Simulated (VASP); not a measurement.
Wanted: the native input for a VASP 6.6.1 run.

```
Task                   : electric field gradients
Functional             : PBE
Potentials or basis    : VASP PAW PBE potentials, release 64 (Ti_sv, N)
Cutoff                 : 520 eV
k mesh                 : 13 × 13 × 13
Occupations            : fermi-dirac, width 0.05 eV
Spin                   : no spin polarisation
Dipole correction      : no
Further INCAR settings : ALGO = Normal; EDIFF = 1e-08; NBANDS = 16
```

The structure of TiN lies in POSCAR:

```
TiN
1.0
    0.0000000000      2.1499242549      2.1499242549
    2.1499242549      0.0000000000      2.1499242549
    2.1499242549      2.1499242549      0.0000000000
Ti N
1 1
Direct
    0.0000000000      0.0000000000      0.0000000000
    0.5000000000      0.5000000000      0.5000000000
```

This cell differs from its parent crystal: volume scaled by 1.04.

The input as run:

INCAR

```
SYSTEM = TiN
ALGO = Normal ; EDIFF = 1E-8
ENCUT = 520 ; GGA = PE
ISIF = 2 ; ISMEAR = -1
LASPH = .TRUE. ; LCHARG = .FALSE.
LEFG = .TRUE. ; LREAL = .FALSE.
LWAVE = .FALSE. ; NBANDS = 16
NELM = 60 ; PREC = Accurate
SIGMA = 0.05
```

KPOINTS

```
k-points
0
G
  13 13 13
  0 0 0
```

Potentials or basis: VASP PAW PBE potentials, release 64 (Ti_sv, N).

The run is started by

```bash
$ cat potpaw_PBE.64/Ti_sv/POTCAR potpaw_PBE.64/N/POTCAR > POTCAR
$ mpirun -np 1 vasp_std > vasp.out
```

Results of the run:

- Pressure: -9.1 GPa

Caveat: without QUAD_EFG the Cq values of the log hold for a quadrupole moment of 1 mb, not for the nuclei.

Wall time 50 s on 1 thread of Intel Xeon 8259CL (shared host), peak memory 0.15 GiB.
